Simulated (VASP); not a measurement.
Set up this calculation in VASP 6.6.1, as the native input.

```yaml
Task: single point
Functional: PBE
Potentials_or_basis: VASP PAW PBE potentials, release 64 (Hg, Te)
Cutoff: 520 eV
k_mesh: 13 × 13 × 13
Occupations: fermi-dirac, width 0.05 eV
Spin: no spin polarisation
Dipole_correction: no
Further_INCAR_settings: ALGO = Normal; EDIFF = 1e-06; NBANDS = 16
```

The structure of HgTe (CsCl type) lies in POSCAR:

```
HgTe
1.0
    3.3764957622      0.0000000000      0.0000000000
    0.0000000000      3.3764957622      0.0000000000
    0.0000000000      0.0000000000      3.3764957622
Hg Te
1 1
Direct
    0.0000000000      0.0000000000      0.0000000000
    0.5000000000      0.5000000000      0.5000000000
```

One way to write it, as run:

INCAR

```
ALGO = Normal ; EDIFF = 1E-6
ENCUT = 520 ; GGA = PE
ISIF = 2 ; ISMEAR = -1
LASPH = True ; LCHARG = False
LREAL = False ; LWAVE = False
NBANDS = 16 ; NELM = 80
PREC = Accurate ; SIGMA = 0.05
```

KPOINTS

```
k-points
0
Gamma
  13 13 13
```

Potentials or basis: VASP PAW PBE potentials, release 64 (Hg, Te).

Launch:

```console
$ cat potpaw_PBE.64/Hg/POTCAR potpaw_PBE.64/Te/POTCAR > POTCAR
$ mpirun -np 1 vasp_std > vasp.out
```

Results of the run:

```json
{
 "Pressure": "42.7 GPa",
 "Band gap on the k mesh": "zero (bands 9 and 10 overlap by 2.85 eV)"
}
```

Caveat: the cell stands under pressure; spin-orbit coupling is left out, which moves the levels of the heavy elements.

It took 37 s on 1 thread of AMD EPYC 7R13, with other jobs on the host, peak memory 0.17 GiB.
